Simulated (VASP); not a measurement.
# InSe (R3m) in VASP: a series of runs, part 2 of 2

VASP 6.6.1. Earlier steps stand in the parts before.

**5. Single point, PBEsol**

This run uses another cell than the first one, of 21.44 Å³/atom.

The input, INCAR:

```
SYSTEM = InSe
PREC = Accurate
ENCUT = 520
EDIFF = 1E-7
ISMEAR = -1
SIGMA = 0.05
LREAL = .FALSE.
LASPH = .TRUE.
NELM = 100
ALGO = Normal
ISIF = 2
LWAVE = .FALSE.
LCHARG = .FALSE.
GGA = PS
NBANDS = 27
```

The input, KPOINTS:

```
regular mesh
0
G
  8 8 8
  0 0 0
```

The input, POSCAR:

```
InSe
1.0
    1.8080569933      1.0438821918      7.5726860707
   -1.8080569933      1.0438821918      7.5726860707
    0.0000000000     -2.0877643836      7.5726860707
In Se
2 2
Direct
    0.8874188037      0.8874188037      0.8874188037
    0.0008815638      0.0008815638      0.0008815638
    0.1593899010      0.1593899010      0.1593899010
    0.3963097316      0.3963097316      0.3963097316
```

Potentials or basis: VASP PAW PBE potentials, release 64 (In_d, Se).

Started as:

```console
$ cat potpaw_PBE.64/In_d/POTCAR potpaw_PBE.64/Se/POTCAR > POTCAR
$ mpirun -np 1 vasp_std > vasp.out
```

OUTCAR:

```text
SYSTEM = InSe
   PREC = Accurate
   ENCUT = 520
   EDIFF = 1E-7
   ISMEAR = -1
   LREAL = .FALSE.
   LASPH = .TRUE.
   NELM = 100
   ISIF = 2
   GGA = PS

 ion  position               nearest neighbor table
   1  0.887  0.887  0.887-   3 2.51   3 2.51   3 2.51   2 2.58
   2  0.001  0.001  0.001-   4 2.52   4 2.52   4 2.52   1 2.58
   3  0.159  0.159  0.159-   1 2.51   1 2.51   1 2.51
   4  0.396  0.396  0.396-   2 2.52   2 2.52   2 2.52

  LATTYP: Found a trigonal (rhomboedric) cell.
 ALAT       =     7.8552106558
 COS(alpha) =     0.8940408281

  Lattice vectors:

 A1 = (   1.8080569933,   1.0438821918,   7.5726860707)
 A2 = (  -1.8080569933,   1.0438821918,   7.5726860707)
 A3 = (   0.0000000000,  -2.0877643836,   7.5726860707)

Analysis of symmetry for initial positions (statically):
=====================================================================
 Subroutine PRICEL returns:
 Original cell was already a primitive cell.

 Routine SETGRP: Setting up the symmetry group for a
 trigonal (rhombohedral) supercell.

 Subroutine GETGRP returns: Found  6 space group operations
 (whereof  6 operations were pure point group operations)
 out of a pool of 12 trial point group operations.

The static configuration has the point symmetry C_3v.

Analysis of symmetry for dynamics (positions and initial velocities):
=====================================================================
 Subroutine PRICEL returns:
 Original cell was already a primitive cell.

 Routine SETGRP: Setting up the symmetry group for a
 trigonal (rhombohedral) supercell.

 Subroutine GETGRP returns: Found  6 space group operations
 (whereof  6 operations were pure point group operations)
 out of a pool of 12 trial point group operations.

The dynamic configuration has the point symmetry C_3v.

[... 116 lines left out ...]
   EFERMI =   0.00;   METHOD = LEGACY
   ISMEAR =    -1;   SIGMA  =   0.05  broadening in eV -4-tet -1-fermi 0-gaus
   EFERMI_NEDOS =   21; number of points for ismear=-14 and -15
   IALGO  =     38    algorithm
   IMIX   =      4    mixing-type and parameters
     AMIX     =   0.40;   BMIX     =  1.00
     AMIX_MAG =   1.60;   BMIX_MAG =  1.00
  volume/ion in A,a.u.               =      21.44       144.68
  Fermi-wavevector in a.u.,A,eV,Ry     =   1.248095  2.358558 21.194366  1.557742
  Thomas-Fermi vector in A             =   2.382198
   LORBIT       =      0    0 simple, 1 ext, 2 COOP (PROOUT), +10 PAW based schemes
   GGA     = PS    functional components
   LHFCALC =     F    Hartree Fock is set to
   AEXX    =    0.0000 exact exchange contribution
   IVDW    =     0    specifies the selected vdW correction
   LEPSILON=     F    determine dielectric tensor
   LRPA    =     F    only Hartree local field effects (RPA)
 non-spin polarized calculation
  energy-cutoff  :      520.00
  volume of cell :       85.76
 maximum number of plane-waves:      2326
 NGX is ok and might be reduce to    60
   NGX = 29   NGY = 29   NGZ = 29

 number of electron      37.9999999 magnetization

 Free energy of the ion-electron system (eV)
  ---------------------------------------------------
  ext. energy  EPLUGINS =         0.00000000
  ---------------------------------------------------
  free energy    TOTEN  =       -14.20484743 eV

  energy without entropy =      -14.20452307  energy(sigma->0) =      -14.20468525

 E-fermi :   7.7513     XC(G=0): -10.6615

 val. band max:        7.5575507114   @ k =   0.5000   0.5000   0.3750
 cond. band min:       7.9067186696   @ k =   0.5000   0.0000   0.0000
 fundamental gap:      0.3491679582
 Fermi energy:         7.7513399858

 k-point     1 :       0.0000    0.0000    0.0000
  band No.  band energies     occupation
      1      -8.0615      2.00000
      2      -7.9742      2.00000
      3      -7.6301      2.00000
      4      -7.6301      2.00000
      5      -7.4729      2.00000
      6      -7.4729      2.00000
[... 709 lines left out ...]
     26      14.5780      0.00000
     27      15.2634      0.00000

 [... further k-points ...]

------------------------ aborting loop because EDIFF is reached ----------------------------------------

  FORCE on cell =-STRESS in cart. coord.  units (eV):
  Direction    XX          YY          ZZ          XY          YZ          ZX
  --------------------------------------------------------------------------------------
  -------------------------------------------------------------------------------------
  Total       10.7922216     10.7922216     10.7934837      0.0000000      0.0000000      0.0000000
  in kB      201.6306856    201.6306856    201.6542656      0.0000000      0.0000000      0.0000000
  external PRESSURE =     201.6385456 kB  Pullay stress =       0.0000000 kB

 VOLUME and BASIS-vectors are now :
 -----------------------------------------------------------------------------
  energy-cutoff  :      520.00
  volume of cell :       85.76
      direct lattice vectors                 reciprocal lattice vectors
     1.808056993  1.043882192  7.572686071     0.276539955  0.159660418  0.044017847
    -1.808056993  1.043882192  7.572686071    -0.276539955  0.159660418  0.044017847
     0.000000000 -2.087764384  7.572686071     0.000000000 -0.319320835  0.044017847

 POSITION                                       TOTAL-FORCE (eV/Angst)
 -----------------------------------------------------------------------------------
      0.00000      0.00000     20.16043         0.000000      0.000000      0.025824
      0.00000      0.00000      0.02003         0.000000      0.000000     -0.026581
      0.00000      0.00000      3.62103         0.000000      0.000000     -0.024692
      0.00000      0.00000      9.00339         0.000000     -0.000000      0.025449
 -----------------------------------------------------------------------------------
    total drift:                               -0.000000      0.000000     -0.000215

  FREE ENERGIE OF THE ION-ELECTRON SYSTEM (eV)
  ---------------------------------------------------
  free  energy   TOTEN  =       -14.2048474319 eV

  energy  without entropy=      -14.2045230746  energy(sigma->0) =      -14.20468525
```

OSZICAR:

```text
N       E                     dE             d eps       ncg     rms          rms(c)
DAV:   1     0.351946743525E+03    0.35195E+03   -0.17623E+04  3519   0.171E+03
DAV:   2     0.265755418746E+02   -0.32537E+03   -0.31522E+03  3548   0.419E+02
DAV:   3    -0.129324220921E+02   -0.39508E+02   -0.38468E+02  4322   0.150E+02
DAV:   4    -0.146110685195E+02   -0.16786E+01   -0.16736E+01  4379   0.306E+01
DAV:   5    -0.146747490879E+02   -0.63681E-01   -0.63671E-01  5304   0.582E+00    0.942E+00
DAV:   6    -0.142664028187E+02    0.40835E+00   -0.72759E-01  4922   0.157E+01    0.558E+00
DAV:   7    -0.142072041001E+02    0.59199E-01   -0.37717E-01  5361   0.554E+00    0.107E+00
DAV:   8    -0.142055219428E+02    0.16822E-02   -0.37106E-02  5190   0.205E+00    0.823E-01
DAV:   9    -0.142048629702E+02    0.65897E-03   -0.40622E-03  3924   0.359E-01    0.177E-01
DAV:  10    -0.142048333261E+02    0.29644E-04   -0.37209E-04  5214   0.163E-01    0.772E-02
DAV:  11    -0.142048524213E+02   -0.19095E-04   -0.89926E-05  4274   0.684E-02    0.212E-02
DAV:  12    -0.142048474597E+02    0.49616E-05   -0.11341E-05  5322   0.373E-02    0.160E-02
DAV:  13    -0.142048476526E+02   -0.19293E-06   -0.31493E-06  4645   0.924E-03    0.559E-03
DAV:  14    -0.142048475240E+02    0.12858E-06   -0.37300E-07  3577   0.752E-03    0.275E-03
DAV:  15    -0.142048474319E+02    0.92131E-07   -0.36671E-08  2127   0.225E-03
   1 F= -.14204847E+02 E0= -.14204685E+02  d E =-.324357E-03
```

It took 5.5 min on 1 thread of Intel Xeon 6975P-C (Granite Rapids), shared host; peak memory 0.53 GiB.

Results:

```yaml
Free_energy: -14.2048 eV
Pressure: 20.2 GPa
Largest_force: 0.027 eV/Å
Band_gap_on_the_k_mesh: 0.35 eV (least direct gap 1.44 eV)
```

Forces on the atoms (eV/Å):
```
In   0.000  0.000  0.026
In   0.000  0.000 -0.027
Se   0.000  0.000 -0.025
Se   0.000  0.000  0.025
```

Caveat: the cell stands under pressure; the PAW data sets were made with another functional, which shifts forces and pressure a little; spin-orbit coupling is left out, which moves the levels of the heavy elements.

**6. Single point, PBEsol**

This run uses another cell than the first one, of 23.79 Å³/atom.

The input, INCAR:

```
SYSTEM = InSe
  ALGO = Normal
  EDIFF = 1E-6
  ENCUT = 520
  GGA = PS
  ISIF = 2
  ISMEAR = -1
  LASPH = .TRUE.
  LCHARG = .FALSE.
  LREAL = .FALSE.
  LWAVE = .FALSE.
  NBANDS = 27
  NELM = 100
  PREC = Accurate
  SIGMA = 0.05
```

The input, KPOINTS:

```
k-points
0
G
  8 8 8
  0 0 0
```

The input, POSCAR:

```
InSe
1.0
    1.8888536165      1.0905301439      7.6981342853
   -1.8888536165      1.0905301439      7.6981342853
    0.0000000000     -2.1810602879      7.6981342853
In Se
2 2
Direct
    0.8868074795      0.8868074795      0.8868074795
    0.0015996308      0.0015996308      0.0015996308
    0.1621435155      0.1621435155      0.1621435155
    0.3934493741      0.3934493741      0.3934493741
```

Potentials or basis: VASP PAW PBE potentials, release 64 (In_d, Se).

Started as:

```console
$ cat potpaw_PBE.64/In_d/POTCAR potpaw_PBE.64/Se/POTCAR > POTCAR
$ mpirun -np 1 vasp_std > vasp.out
```

Wall time 4.7 min (1 thread of Intel Xeon 6975P-C (Granite Rapids), shared host); peak memory 0.54 GiB.

It converged, with:

- Free energy: -15.0689 eV
- Pressure: 10.2 GPa
- Largest force: 0.020 eV/Å
- Band gap on the k mesh: 0.68 eV (least direct gap 0.94 eV)

Forces in eV/Å, atoms in the order of the input:
```
In   0.000  0.000  0.014
In   0.000  0.000 -0.015
Se   0.000  0.000 -0.019
Se   0.000  0.000  0.020
```

Levels at points of the mesh, in eV from the valence-band top:
```
           k point  band 17  band 18  band 19  band 20  band 21  band 22
(0.00, 0.00, 0.00)    -1.51    -0.95    -0.95     2.61     2.93     4.45
(0.50, 0.00, 0.00)    -2.87    -2.10    -1.88     0.68     2.41     3.68
(0.50, 0.50, 0.00)    -3.04    -1.83    -1.80     0.76     2.33     2.81
(0.50, 0.50, 0.50)    -0.86    -0.86    -0.09     0.85     2.90     4.49
```

Caveat: the cell stands under pressure; the PAW data sets were made with another functional, which shifts forces and pressure a little; spin-orbit coupling is left out, which moves the levels of the heavy elements. A k mesh can miss the band edges.

**7. Overview**

```csv
level,potentials or basis,cell,gap on the mesh (eV),pressure (GPa),largest force (eV/Å)
PBEsol+D4,"VASP PAW PBE potentials, release 64 (In_d, Se)","a = 8.476 Å, angles 27.2°, 4 atoms, atomic positions A",0.30,0.1,0.02
LDA,"VASP PAW LDA potentials, release 64 (In_d, Se)","a = 8.750 Å, angles 26.4°, 4 atoms, atomic positions B",0.23,-1.4,0.25
PBEsol,"VASP PAW PBE potentials, release 64 (In_d, Se)","a = 7.798 Å, angles 25.8°, 4 atoms, atomic positions C",0.01,30.2,0.03
PBEsol,"VASP PAW PBE potentials, release 64 (In_d, Se)","a = 7.855 Å, angles 26.6°, 4 atoms, atomic positions D",0.35,20.2,0.03
PBEsol,"VASP PAW PBE potentials, release 64 (In_d, Se)","a = 8.001 Å, angles 27.3°, 4 atoms, atomic positions E",0.68,10.2,0.02
```

Alike in all rows: task single point; no spin polarisation; k mesh 8 × 8 × 8; cutoff (eV) 520; smearing fermi-dirac 0.05 eV.

Caveats: spin-orbit coupling is left out, which moves the levels of the heavy elements; the PAW data sets were made with another functional, which shifts forces and pressure a little (at least some runs); the cell stands under pressure (at least some runs).

Absolute energies hang on the potentials; compare differences alone.

**8. Against experiment**

Step 2. Against the measured gap of InSe, 1.25 eV (300 K; “The Interaction of Hydrogen with the van der Waals Crystal γ-InSe”, 2020, pmc:7321205), the calculated 0.30 eV is off by -0.95 eV. Spin-orbit coupling on In, Se is left out. The value is that of PBEsol+D4 on a finite k mesh, which can miss the band edges, without temperature or zero-point motion. Semilocal functionals fall short of measured gaps as a rule.
